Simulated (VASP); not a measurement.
Wanted: the native input for a VASP 6.6.1 run.

```
Task                   : relaxation of shape and atoms at fixed volume
Functional             : PBE
Potentials or basis    : VASP PAW PBE potentials, release 64 (Sc_sv, Al, N)
Cutoff                 : 600 eV
k mesh                 : 4 × 4 × 6
Occupations            : gaussian, width 0.02 eV
Spin                   : no spin polarisation
Dipole correction      : no
Further INCAR settings : LREAL = Auto; ALGO = Normal; EDIFF = 1e-07; IBRION = 2; EDIFFG = -0.01; NSW = 50; ISIF = 4
```

The structure of ScAl3N4 lies in POSCAR:

```
ScAl3N4
1.0
    6.6764522633      0.0000000000      0.0000000000
    0.0000000000      5.7792608514      0.0000000000
    0.0000000000      0.0000000000      5.2513211033
Sc Al N
2 6 8
Direct
    0.0000000000      0.8366824415      0.9921729597
    0.5000000000      0.1633175585      0.4921729597
    0.0000000000      0.1795421331      0.5056948021
    0.5000000000      0.8204578669      0.0056948021
    0.2499856585      0.3382007513      0.0056786776
    0.7499856585      0.6617992487      0.5056786776
    0.2500143415      0.6617992487      0.5056786776
    0.7500143415      0.3382007513      0.0056786776
    0.0000000000      0.1950166116      0.8802016387
    0.0000000000      0.8412344255      0.4168379019
    0.2345220714      0.3438941621      0.3793676712
    0.7654779286      0.3438941621      0.3793676712
    0.5000000000      0.8049833884      0.3802016387
    0.5000000000      0.1587655745      0.9168379019
    0.7345220714      0.6561058379      0.8793676712
    0.2654779286      0.6561058379      0.8793676712
```

These files were run (other wordings do the same):

INCAR

```
SYSTEM = ScAl3N4
PREC = Accurate ; ENCUT = 600
EDIFF = 1E-7 ; ISMEAR = 0
SIGMA = 0.02 ; LREAL = Auto
LASPH = .TRUE. ; NELM = 100
ALGO = Normal ; ISIF = 4
LWAVE = .FALSE. ; LCHARG = .FALSE.
GGA = PE ; IBRION = 2
NSW = 50 ; EDIFFG = -0.01
```

KPOINTS

```
regular mesh
0
G
  4 4 6
  0 0 0
```

Potentials or basis: VASP PAW PBE potentials, release 64 (Sc_sv, Al, N).

Command:

```bash
$ cat potpaw_PBE.64/Sc_sv/POTCAR potpaw_PBE.64/Al/POTCAR potpaw_PBE.64/N/POTCAR > POTCAR
$ mpirun -np 1 vasp_std > vasp.out
```

Results of the run:

The energy gained by relaxing is 0.1 meV/atom. The ionic steps are 5, the pressure after relaxing is -14.0 GPa and the largest force after relaxing is 0.009 eV/Å. The band gap on the k mesh is 3.20 eV (least direct gap 3.20 eV).

Run time: 48 min on 1 thread of Oxide Virtual Turin-like Processor, on a shared host, peak memory 0.48 GiB.
